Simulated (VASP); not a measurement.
A run of VASP 6.6.1:

INCAR

```
SYSTEM = Sn
  PREC = Accurate
  ENCUT = 600
  EDIFF = 1E-6
  ISMEAR = -1
  SIGMA = 0.05
  LREAL = .FALSE.
  LASPH = .TRUE.
  NELM = 80
  ALGO = Normal
  ISIF = 3
  LWAVE = .FALSE.
  LCHARG = .FALSE.
  GGA = RE
  IVDW = 12
  IBRION = 2
  NSW = 60
  EDIFFG = -0.01
```

KPOINTS

```
Automatic mesh
0
G
  9 9 9
  0 0 0
```

POSCAR

```
Sn
1.0
   -2.9401404553      2.9401404553      1.5993019889
    2.9401404553     -2.9401404553      1.5993019889
    2.9401404553      2.9401404553     -1.5993019889
Sn
2
Direct
    0.0000000000      0.0000000000      0.0000000000
    0.7500000000      0.2500000000      0.5000000000
```

Potentials or basis: VASP PAW PBE potentials, release 64 (Sn_d).

Launch:

```sh
$ cat potpaw_PBE.64/Sn_d/POTCAR > POTCAR
$ mpirun -np 1 vasp_std > vasp.out
```

Hardware: 1 thread of Intel(R) Xeon(R) 6975P-C (Granite Rapids), with other jobs on the host.

Task: How long does it take, and how much memory?

Result: It took 2.2 min on 1 thread of Intel(R) Xeon(R) 6975P-C (Granite Rapids), with other jobs on the host, peak memory 0.27 GiB. Counts: scf iterations 45, k points 75, ion steps 7.
